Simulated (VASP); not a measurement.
# Pd (Pm-3m) in VASP: a series of runs

Runs on Pd. Level: PBE. Tasks: relaxation of cell and atoms.

Everything below comes from runs of VASP 6.6.1. Logs are shortened: lines on timing, memory, paths and dates and some standing lists are left out, and cuts for length are marked.

## (1) The cell of the first run

The structure is cubic, space group Pm-3m (No. 221). The conventional cell has a = 2.530 Å, b = 2.530 Å, c = 2.530 Å, α = 90.00°, β = 90.00°, γ = 90.00°. Within 3.3 Å of Pd (site symmetry m-3m) lie 6 Pd at 2.53 Å.

## (2) Relaxation of cell and atoms, PBE, target pressure 40 GPa, at which the enthalpy is minimised

INCAR reads:

```
PREC = Accurate ; ENCUT = 600
EDIFF = 1E-7 ; ISMEAR = 0
SIGMA = 0.1 ; LREAL = F
LASPH = T ; NELM = 60
ALGO = Normal ; ISIF = 3
LWAVE = F ; LCHARG = F
GGA = PE ; IBRION = 2
NSW = 80 ; EDIFFG = -0.01
PSTRESS = 400.0
```

KPOINTS reads:

```
Automatic mesh
0
Gamma
  10 10 10
```

POSCAR reads:

```
Pd
1.0
    2.5300000000      0.0000000000      0.0000000000
    0.0000000000      2.5300000000      0.0000000000
    0.0000000000      0.0000000000      2.5300000000
Pd
1
Direct
    0.0000000000      0.0000000000      0.0000000000
```

Potentials or basis: VASP PAW PBE potentials, release 64 (Pd).

Launch:

```sh
$ cat potpaw_PBE.64/Pd/POTCAR > POTCAR
$ mpirun -np 1 vasp_std > vasp.out
```

OUTCAR:

```text
PREC = Accurate
   ENCUT = 600
   EDIFF = 1E-7
   ISMEAR = 0
   LREAL = F
   LASPH = T
   NELM = 60
   ISIF = 3
   GGA = PE
   IBRION = 2
   NSW = 80
   EDIFFG = -0.01
   PSTRESS = 400.0

 ion  position               nearest neighbor table
   1  0.000  0.000  0.000-

  LATTYP: Found a simple cubic cell.
 ALAT       =     2.5300000000

  Lattice vectors:

 A1 = (   2.5300000000,   0.0000000000,   0.0000000000)
 A2 = (   0.0000000000,   2.5300000000,   0.0000000000)
 A3 = (   0.0000000000,   0.0000000000,   2.5300000000)

Analysis of symmetry for initial positions (statically):
=====================================================================
 Subroutine PRICEL returns:
 Original cell was already a primitive cell.

 Routine SETGRP: Setting up the symmetry group for a
 simple cubic supercell.

 Subroutine GETGRP returns: Found 48 space group operations
 (whereof 48 operations were pure point group operations)
 out of a pool of 48 trial point group operations.

The static configuration has the point symmetry O_h .

Analysis of symmetry for dynamics (positions and initial velocities):
=====================================================================
 Subroutine PRICEL returns:
 Original cell was already a primitive cell.

 Routine SETGRP: Setting up the symmetry group for a
 simple cubic supercell.

 Subroutine GETGRP returns: Found 48 space group operations
 (whereof 48 operations were pure point group operations)
 out of a pool of 48 trial point group operations.

The dynamic configuration has the point symmetry O_h .

 Subroutine INISYM returns: Found 48 space group operations
 (whereof 48 operations are pure point group operations),
 and found     1 'primitive' translations

----------------------------------------------------------------------------------------

                                     Primitive cell

  volume of cell :      16.1943

  direct lattice vectors                    reciprocal lattice vectors
     2.530000000  0.000000000  0.000000000     0.395256917  0.000000000  0.000000000
     0.000000000  2.530000000  0.000000000     0.000000000  0.395256917  0.000000000
     0.000000000  0.000000000  2.530000000     0.000000000  0.000000000  0.395256917

  length of vectors
     2.530000000  2.530000000  2.530000000     0.395256917  0.395256917  0.395256917

  position of ions in fractional coordinates (direct lattice)
     0.000000000  0.000000000  0.000000000

  ion indices of the primitive-cell ions
   primitive index   ion index
                 1           1

----------------------------------------------------------------------------------------

 KPOINTS: Automatic mesh

Automatic generation of k-mesh.
 Grid dimensions read from file:
 generate k-points for:   10   10   10

 Generating k-lattice:

  Cartesian coordinates                     Fractional coordinates (reciprocal lattice)
     0.039525692  0.000000000  0.000000000     0.100000000  0.000000000  0.000000000
     0.000000000  0.039525692  0.000000000     0.000000000  0.100000000  0.000000000
     0.000000000  0.000000000  0.039525692     0.000000000  0.000000000  0.100000000

  Length of vectors
     0.039525692  0.039525692  0.039525692

  Shift w.r.t. Gamma in fractional coordinates (k-lattice)
     0.000000000  0.000000000  0.000000000

 Subroutine IBZKPT returns following result:
 ===========================================

 Found     56 irreducible k-points:

 Following reciprocal coordinates:
            Coordinates               Weight
  0.000000  0.000000  0.000000      1.000000
  0.100000  0.000000  0.000000      6.000000
  0.200000  0.000000  0.000000      6.000000
  0.300000  0.000000  0.000000      6.000000
  0.400000  0.000000  0.000000      6.000000
  0.500000  0.000000  0.000000      3.000000
[... 16 lines left out ...]
  0.200000  0.100000  0.100000     24.000000
  0.300000  0.100000  0.100000     24.000000
 [... further k-points ...]
   k-points           NKPTS =     56   k-points in BZ     NKDIM =     56   number of bands    NBANDS=      9
   number of dos      NEDOS =    301   number of ions     NIONS =      1
   total plane-waves  NPLWV =   8000
   dimension x,y,z NGX =    20 NGY =   20 NGZ =   20
   dimension x,y,z NGXF=    40 NGYF=   40 NGZF=   40
   ions per type =               1
   NGX,Y,Z   is equivalent  to a cutoff of  13.14, 13.14, 13.14 a.u.
   NGXF,Y,Z  is equivalent  to a cutoff of  26.28, 26.28, 26.28 a.u.
 SYSTEM =  unknown system
   PREC   = accura    normal or accurate (medium, high low for compatibility)
   ISTART =      0    job   : 0-new  1-cont  2-samecut
   ICHARG =      2    charge: 1-file 2-atom 10-const
   ISPIN  =      1    spin polarized calculation?
   LNONCOLLINEAR =      F non collinear calculations
   LSORBIT =      F    spin-orbit coupling
   LASPH  =      T    aspherical Exc in radial PAW
   ENCUT  =  600.0 eV  44.10 Ry    6.64 a.u.   5.05  5.05  5.05*2*pi/ulx,y,z
   NELM   =     60;   NELMIN=  2; NELMDL= -5     # of ELM steps
   EDIFF  = 0.1E-06   stopping-criterion for ELM
   LREAL  =      F    real-space projection
   EDIFFG = -.1E-01   stopping-criterion for IOM
   NSW    =     80    number of steps for IOM
   IBRION =      2    ionic relax: 0-MD 1-quasi-New 2-CG
   NFREE  =      1    steps in history (QN), initial steepest desc. (CG)
   ISIF   =      3    stress and relaxation
   ISYM   =      2    0-nonsym 1-usesym 2-fastsym
   POTIM  = 0.5000    time-step for ionic-motion
   TEBEG  =    0.0;   TEEND  =   0.0 temperature during run
   PSTRESS=  400.0 pullay stress
   NELECT =      10.0000    total number of electrons
   NUPDOWN=      -1.0000    fix difference up-down
   EMIN   =  10.00;   EMAX   =-10.00  energy-range for DOS
   EFERMI =   0.00;   METHOD = LEGACY
   ISMEAR =     0;   SIGMA  =   0.10  broadening in eV -4-tet -1-fermi 0-gaus
   EFERMI_NEDOS =   21; number of points for ismear=-14 and -15
   IALGO  =     38    algorithm
   IMIX   =      4    mixing-type and parameters
     AMIX     =   0.40;   BMIX     =  1.00
     AMIX_MAG =   1.60;   BMIX_MAG =  1.00
  volume/ion in A,a.u.               =      16.19       109.28
  Fermi-wavevector in a.u.,A,eV,Ry     =   1.394080  2.634429 26.442359  1.943459
  Thomas-Fermi vector in A             =   2.517664
   LORBIT       =      0    0 simple, 1 ext, 2 COOP (PROOUT), +10 PAW based schemes
   GGA     = PE    functional components
   LHFCALC =     F    Hartree Fock is set to
   AEXX    =    0.0000 exact exchange contribution
   IVDW    =     0    specifies the selected vdW correction
   LEPSILON=     F    determine dielectric tensor
   LRPA    =     F    only Hartree local field effects (RPA)
 conjugate gradient relaxation of ions
 non-spin polarized calculation
 Gauss-broadening in eV      SIGMA  =   0.10
  energy-cutoff  :      600.00
  volume of cell :       16.19
 maximum number of plane-waves:       554
   NGX = 11   NGY = 11   NGZ = 11

--------------------------------------- Ionic step        1  -------------------------------------------

 number of electron      10.0000000 magnetization

 number of electron       9.9999996 magnetization

 Free energy of the ion-electron system (eV)
  ---------------------------------------------------
  ext. energy  EPLUGINS =         0.00000000
  ---------------------------------------------------
  free energy    TOTEN  =        -4.66022255 eV

  energy without entropy =       -4.65349186  energy(sigma->0) =       -4.65685720

 E-fermi :   8.5964     XC(G=0): -12.4774

 val. band max:        8.5811466782   @ k =   0.4000   0.1000   0.0000
 cond. band min:       8.5976081517   @ k =   0.4000   0.4000   0.0000
 fundamental gap:      0.0164614735
 Fermi energy:         8.5964161402

 k-point     1 :       0.0000    0.0000    0.0000
  band No.  band energies     occupation
      1       1.9967      2.00000
      2       3.4274      2.00000
      3       3.4274      2.00000
      4       8.6051      0.90224
      5       8.6051      0.90224
      6       8.6051      0.90223
      7      25.7251      0.00000
      8      25.7251      0.00000
      9      25.7251      0.00000

 k-point     2 :       0.1000    0.0000    0.0000
  band No.  band energies     occupation
      1       2.2662      2.00000
      2       3.4763      2.00000
      3       3.6691      2.00000
      4       8.4064      1.99279
      5       8.4064      1.99279
      6       8.6210      0.72772
      7      23.8402      0.00000
      8      26.1913      0.00000
      9      26.1913      0.00000

 k-point     3 :       0.2000    0.0000    0.0000
  band No.  band energies     occupation
      1       2.8895      2.00000
      2       3.6069      2.00000
      3       4.4939      2.00000
      4       7.9186      2.00000
      5       7.9186      2.00000
      6       8.6630      0.34633
      7      20.6823      0.00000
      8      27.4579      0.00000
      9      27.4579      0.00000
[... 376 lines left out ...]
 VOLUME and BASIS-vectors are now :
 -----------------------------------------------------------------------------
  energy-cutoff  :      600.00
  volume of cell :       14.68
      direct lattice vectors                 reciprocal lattice vectors
     2.448408994  0.000000000  0.000000000     0.408428495  0.000000000 -0.000000000
    -0.000000000  2.448408994 -0.000000000    -0.000000000  0.408428495 -0.000000000
     0.000000000  0.000000000  2.448408994    -0.000000000  0.000000000  0.408428495

 POSITION                                       TOTAL-FORCE (eV/Angst)
 -----------------------------------------------------------------------------------
      0.00000      0.00000      0.00000        -0.000000      0.000000      0.000000
 -----------------------------------------------------------------------------------
    total drift:                                0.000000      0.000000      0.000000

  FREE ENERGIE OF THE ION-ELECTRON SYSTEM (eV)
  ---------------------------------------------------
  free  energy   TOTEN  =        -4.4194739361 eV

  energy  without entropy=       -4.4142159839  energy(sigma->0) =       -4.41684496

  enthalpy is  TOTEN    =        -0.7550871584 eV   P V=        3.6643867777

--------------------------------------- Ionic step        5  -------------------------------------------

 number of electron      10.0000002 magnetization

 Free energy of the ion-electron system (eV)
  ---------------------------------------------------
  ext. energy  EPLUGINS =         0.00000000
  ---------------------------------------------------
  free energy    TOTEN  =        -4.40481651 eV

  energy without entropy =       -4.39961308  energy(sigma->0) =       -4.40221479

 E-fermi :  10.2828     XC(G=0): -13.1072

 val. band max:       10.2371792521   @ k =   0.3000   0.1000   0.0000
 cond. band min:      10.2944033481   @ k =   0.4000   0.1000   0.0000
 fundamental gap:      0.0572240960
 Fermi energy:        10.2828241259

 k-point     1 :       0.0000    0.0000    0.0000
  band No.  band energies     occupation
      1       2.9174      2.00000
      2       4.2797      2.00000
      3       4.2797      2.00000
      4      10.3234      0.56590
      5      10.3234      0.56590
      6      10.3234      0.56589
      7      28.1593      0.00000
      8      28.1593      0.00000
      9      28.1593      0.00000

 k-point     2 :       0.1000    0.0000    0.0000
  band No.  band energies     occupation
      1       3.2087      2.00000
      2       4.3367      2.00000
      3       4.5657      2.00000
      4      10.0831      1.99526
      5      10.0831      1.99526
      6      10.3426      0.39809
      7      26.2302      0.00000
      8      28.6803      0.00000
      9      28.6803      0.00000

 k-point     3 :       0.2000    0.0000    0.0000
  band No.  band energies     occupation
      1       3.8586      2.00000
      2       4.4892      2.00000
      3       5.5429      2.00000
      4       9.4975      2.00000
      5       9.4975      2.00000
      6      10.3931      0.11901
      7      22.9747      0.00000
      8      30.0786      0.00000
      9      30.0786      0.00000
[... 265 lines left out ...]
 VOLUME and BASIS-vectors are now :
 -----------------------------------------------------------------------------
  energy-cutoff  :      600.00
  volume of cell :       14.62
      direct lattice vectors                 reciprocal lattice vectors
     2.445086028  0.000000000  0.000000000     0.408983565  0.000000000 -0.000000000
    -0.000000000  2.445086028 -0.000000000    -0.000000000  0.408983565 -0.000000000
     0.000000000  0.000000000  2.445086028    -0.000000000  0.000000000  0.408983565

 POSITION                                       TOTAL-FORCE (eV/Angst)
 -----------------------------------------------------------------------------------
      0.00000      0.00000      0.00000        -0.000000      0.000000      0.000000
 -----------------------------------------------------------------------------------
    total drift:                                0.000000      0.000000      0.000000

  FREE ENERGIE OF THE ION-ELECTRON SYSTEM (eV)
  ---------------------------------------------------
  free  energy   TOTEN  =        -4.4048165075 eV

  energy  without entropy=       -4.3996130807  energy(sigma->0) =       -4.40221479

  enthalpy is  TOTEN    =        -0.7553293424 eV   P V=        3.6494871651

 reached required accuracy - stopping structural energy minimisation
```

Wall time 39 s (1 thread of Intel Xeon 8259CL, shared host); peak memory 0.14 GiB.

Results:

```
Free energy                                            : -4.4048 eV
Relaxed volume                                         : 14.62 Å³/atom
Relaxed cell                                           : a = 2.445 Å, b = 2.445 Å, c = 2.445 Å, α = 90.00°, β = 90.00°, γ = 90.00°
Space group after relaxing (to 0.05 Å)                 : Pm-3m (No. 221)
Energy change on relaxing (the enthalpy is what falls) : +255.4 meV/atom
Ionic steps                                            : 5
Pressure after relaxing                                : 40.0 GPa
Band gap on the k mesh                                 : zero (band 5 reaches 12.00 eV, above the bottom of band 6 at 9.47 eV)
```

Step by step:
```tsv
step	energy change (eV)	largest force (eV/Å)	pressure (GPa)	volume (Å³)
1	0.0000	0.0000	14.47	16.19
2	2.7871	0.0000	216.98	10.87
3	0.2119	0.0000	36.19	14.80
4	0.2407	0.0000	38.74	14.68
5	0.2554	0.0000	40.00	14.62
```

Final structure:
```xyz
1
Lattice="2.4451 0.0000 0.0000 0.0000 2.4451 0.0000 0.0000 0.0000 2.4451" Properties=species:S:1:pos:R:3 pbc="T T T"
Pd    0.0000    0.0000    0.0000
```

Caveat: the cell is relaxed towards a set pressure, so the enthalpy falls and the energy may rise.

## (3) Relaxation of cell and atoms, PBE, target pressure 60 GPa, at which the enthalpy is minimised

INCAR reads:

```
PREC     = Accurate       # precision mode
ENCUT    = 600            # plane-wave cutoff, eV
EDIFF    = 1E-6           # SCF threshold, eV
ISMEAR   = 0              # smearing method
SIGMA    = 0.1            # smearing width, eV
LREAL    = F              # projectors in reciprocal space
LASPH    = T              # aspherical terms in the spheres
NELM     = 80             # most SCF steps
ALGO     = Normal         # electronic algorithm
ISIF     = 3              # what is computed and relaxed
LWAVE    = F              # write WAVECAR
LCHARG   = F              # write CHGCAR
GGA      = PE             # functional
IBRION   = 2              # ionic algorithm
NSW      = 80             # ionic steps
EDIFFG   = -0.01          # ionic threshold
PSTRESS  = 600.0
```

KPOINTS reads:

```
regular mesh
0
Gamma
  10 10 10
```

POSCAR is that of step 2.

Potentials or basis: VASP PAW PBE potentials, release 64 (Pd).

Launch:

```sh
$ cat potpaw_PBE.64/Pd/POTCAR > POTCAR
$ mpirun -np 1 vasp_std > vasp.out
```

Wall time 83 s (1 thread of Intel Xeon 8259CL, shared host); peak memory 0.14 GiB.

It converged, with:

- Free energy: -4.1583 eV
- Relaxed volume: 13.82 Å³/atom
- Relaxed cell: a = 2.400 Å, b = 2.400 Å, c = 2.400 Å, α = 90.00°, β = 90.00°, γ = 90.00°
- Space group after relaxing (to 0.05 Å): Pm-3m (No. 221)
- Energy change on relaxing (the enthalpy is what falls): +501.9 meV/atom
- Ionic steps: 16
- Pressure after relaxing: 60.0 GPa
- Band gap on the k mesh: zero (band 5 reaches 13.21 eV, above the bottom of band 6 at 10.42 eV)

The path:
```csv
step,energy change (eV),largest force (eV/Å),pressure (GPa),volume (Å³)
1,0.0000,0.0000,14.46,16.19
2,12.0575,0.0000,840.49,7.62
3,0.3083,0.0000,44.40,14.42
4,0.3981,0.0000,51.84,14.12
5,0.5040,0.0000,60.17,13.81
6,0.4873,0.0000,58.89,13.86
7,0.4885,0.0000,58.97,13.86
8,0.4923,0.0000,59.24,13.85
9,0.4924,0.0000,59.26,13.85
10,0.4925,0.0000,59.26,13.85
11,0.4929,0.0000,59.28,13.84
12,0.4937,0.0000,59.37,13.84
13,0.4951,0.0000,59.48,13.84
14,0.4981,0.0000,59.72,13.83
15,0.5041,0.0000,60.17,13.81
16,0.5019,0.0000,59.99,13.82
```

Final structure:
```yaml
crystal:
  lattice:
    - [2.39976, 0.00000, 0.00000]
    - [0.00000, 2.39976, 0.00000]
    - [0.00000, 0.00000, 2.39976]
  atoms:
    - { symbol: Pd, position: [0.00000, 0.00000, 0.00000] }
```

Levels at points of the mesh, in eV from the Fermi level:
| k point | band 2 | band 3 | band 4 | band 5 | band 6 | band 7 | band 8 | band 9 |
| --- | --- | --- | --- | --- | --- | --- | --- | --- |
| (0.00, 0.00, 0.00) | -6.53 | -6.53 | 0.05 | 0.05 | 0.05 | 18.26 | 18.26 | 18.26 |
| (0.50, 0.00, 0.00) | -5.38 | -2.31 | -2.31 | -0.45 | 0.28 | 6.44 | 18.70 | 25.74 |
| (0.50, 0.50, 0.00) | -4.81 | -1.85 | -1.85 | 1.74 | 5.94 | 5.94 | 14.00 | 15.09 |
| (0.50, 0.50, 0.50) | -5.75 | -5.75 | 1.89 | 1.89 | 10.49 | 13.28 | 13.28 | 13.28 |

Caveat: the cell is relaxed towards a set pressure, so the enthalpy falls and the energy may rise.
